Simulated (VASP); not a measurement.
# ZnS in VASP: a series of runs, part 2 of 2

VASP 6.6.1. The steps go on from the part before.

## 4. Single point, PBE (equal xy, yz and zx shear strains of -1 %)

File INCAR:

```
SYSTEM = ZnS
ALGO     = Normal         ! electronic algorithm
EDIFF    = 1E-7           ! SCF threshold, eV
ENCUT    = 520            ! plane-wave cutoff, eV
GGA      = PE             ! functional
ISIF     = 2              ! what is computed and relaxed
ISMEAR   = -1             ! smearing method
LASPH    = .TRUE.         ! aspherical terms in the spheres
LCHARG   = .FALSE.        ! write CHGCAR
LREAL    = .FALSE.        ! projectors in reciprocal space
LWAVE    = .FALSE.        ! write WAVECAR
NBANDS   = 26             ! bands
NELM     = 60             ! most SCF steps
PREC     = Accurate       ! precision mode
SIGMA    = 0.03           ! smearing width, eV
```

File KPOINTS:

```
k-points
0
G
  8 8 5
  0 0 0
```

File POSCAR:

```
ZnS
1.0
    3.8109987816     -0.0190549939     -0.0190549939
   -1.9220014996      3.3099492556     -0.0069746118
   -0.0311700000     -0.0311700000      6.2340000000
Zn S
2 2
Direct
    0.3333333333      0.6666666667      0.0000000000
    0.6666666667      0.3333333333      0.5000000000
    0.3333333333      0.6666666667      0.3850000000
    0.6666666667      0.3333333333      0.8850000000
```

Potentials or basis: VASP PAW PBE potentials, release 64 (Zn, S).

On the command line:

```sh
$ cat potpaw_PBE.64/Zn/POTCAR potpaw_PBE.64/S/POTCAR > POTCAR
$ mpirun -np 1 vasp_std > vasp.out
```

OUTCAR:

```text
SYSTEM = ZnS
   EDIFF = 1E-7
   ENCUT = 520
   GGA = PE
   ISIF = 2
   ISMEAR = -1
   LASPH = .TRUE.
   LREAL = .FALSE.
   NELM = 60
   PREC = Accurate

 ion  position               nearest neighbor table
   1  0.333  0.667  0.000-   4 2.30   4 2.32   4 2.33   3 2.40
   2  0.667  0.333  0.500-   3 2.31   3 2.31   3 2.32   4 2.40
   3  0.333  0.667  0.385-   2 2.31   2 2.31   2 2.32   1 2.40
   4  0.667  0.333  0.885-   1 2.30   1 2.32   1 2.33   2 2.40

  LATTYP: Found a triclinic cell.
 ALAT       =     3.7945979120
 B/A-ratio  =     1.0043472705
 C/A-ratio  =     1.6429028826
 COS(alpha) =     0.0099745013
 COS(beta)  =     0.0136846555
 COS(gamma) =     0.4934979113

  Lattice vectors:

 A1 = (   1.8889972820,   3.2908942617,  -0.0260296057)
 A2 = (   3.8109987816,  -0.0190549939,  -0.0190549939)
 A3 = (   0.0311700000,   0.0311700000,  -6.2340000000)

Analysis of symmetry for initial positions (statically):
=====================================================================
 Subroutine PRICEL returns:
 Original cell was already a primitive cell.

 Routine SETGRP: Setting up the symmetry group for a
 triclinic supercell.

[... 168 lines left out ...]

 E-fermi :   2.7905     XC(G=0):  -9.6517

 val. band max:        2.1931385744   @ k =   0.0000   0.0000   0.0000
 cond. band min:       4.4147649505   @ k =   0.0000   0.0000   0.0000
 fundamental gap:      2.2216263761
 Fermi energy:         2.7905296081

 k-point     1 :       0.0000    0.0000    0.0000
  band No.  band energies     occupation
      1     -11.0309      2.00000
      2     -10.1074      2.00000
      3      -4.2081      2.00000
      4      -4.2054      2.00000
      5      -4.1440      2.00000
      6      -4.1416      2.00000
[... 685 lines left out ...]
     25      11.8334      0.00000
     26      12.0961      0.00000

 [... further k-points ...]

------------------------ aborting loop because EDIFF is reached ----------------------------------------

  FORCE on cell =-STRESS in cart. coord.  units (eV):
  Direction    XX          YY          ZZ          XY          YZ          ZX
  --------------------------------------------------------------------------------------
  -------------------------------------------------------------------------------------
  Total        1.5674205      1.5651141      0.5536375      0.2924444      0.1788325      0.1789065
  in kB       32.0297637     31.9826343     11.3134140      5.9760119      3.6543883      3.6559001
  external PRESSURE =      25.1086040 kB  Pullay stress =       0.0000000 kB

 VOLUME and BASIS-vectors are now :
 -----------------------------------------------------------------------------
  energy-cutoff  :      520.00
  volume of cell :       78.40
      direct lattice vectors                 reciprocal lattice vectors
     3.810998782 -0.019054994 -0.019054994     0.263172915  0.152822054  0.002079975
    -1.922001500  3.309949256 -0.006974612     0.001522647  0.303006805  0.001522647
    -0.031170000 -0.031170000  6.234000000     0.000806124  0.000806124  0.160418713

 POSITION                                       TOTAL-FORCE (eV/Angst)
 -----------------------------------------------------------------------------------
     -0.01100      2.20028     -0.01100         0.102104      0.042298      0.324607
      1.88441      1.07503      3.10197        -0.019372      0.040302      0.322805
     -0.02300      2.18828      2.38909         0.034203     -0.040253     -0.322288
      1.87241      1.06303      5.50206        -0.116936     -0.042347     -0.325125
 -----------------------------------------------------------------------------------
    total drift:                                0.000089      0.000115      0.000383

  FREE ENERGIE OF THE ION-ELECTRON SYSTEM (eV)
  ---------------------------------------------------
  free  energy   TOTEN  =       -13.6504637767 eV

  energy  without entropy=      -13.6504637767  energy(sigma->0) =      -13.65046378
```

stdout:

```text
POSCAR found type information on POSCAR ZnS
 POSCAR found :  2 types and       4 ions
 scaLAPACK will be used
 LDA part: xc-table for (Slater+PW92), standard interpolation
 POSCAR, INCAR and KPOINTS ok, starting setup
 FFT: planning ... GRIDC
 FFT: planning ... GRID_SOFT
 FFT: planning ... GRID
 WAVECAR not read
 entering main loop
```

It took 5.3 min on 1 thread of Oxide Virtual Turin-like, shared host; peak memory 0.35 GiB.

What came out:

```
Free energy            : -13.6505 eV
Pressure               : 2.5 GPa
Largest force          : 0.348 eV/Å
Band gap on the k mesh : 2.22 eV, direct
```

Forces in eV/Å, atoms in the order of the input:
```
Zn   0.102  0.042  0.325
Zn  -0.019  0.040  0.323
S    0.034 -0.040 -0.322
S   -0.117 -0.042 -0.325
```

Caveat: the cell differs from its parent crystal (equal xy, yz and zx shear strains of -1 %).

## 5. The runs side by side

| cell | gap on the mesh (eV) | pressure (GPa) | largest force (eV/Å) |
| --- | --- | --- | --- |
| a = 3.849, b = 3.849, c = 6.234 Å, angles 90.0, 90.0, 120.0°, 4 atoms | 2.14 | 0.9 | 0.25 |
| a = 3.925, b = 3.925, c = 6.234 Å, angles 90.0, 90.0, 120.0°, 4 atoms | 1.92 | -1.8 | 0.15 |
| a = 3.811, b = 3.828, c = 6.234 Å, angles 90.2, 90.6, 120.4°, 4 atoms | 2.22 | 2.5 | 0.35 |

Alike in all rows: task single point; level PBE; potentials or basis VASP PAW PBE potentials, release 64 (Zn, S); no spin polarisation; k mesh 8 × 8 × 5; cutoff (eV) 520; smearing fermi-dirac 0.03 eV.

Absolute energies hang on the potentials; compare differences alone.
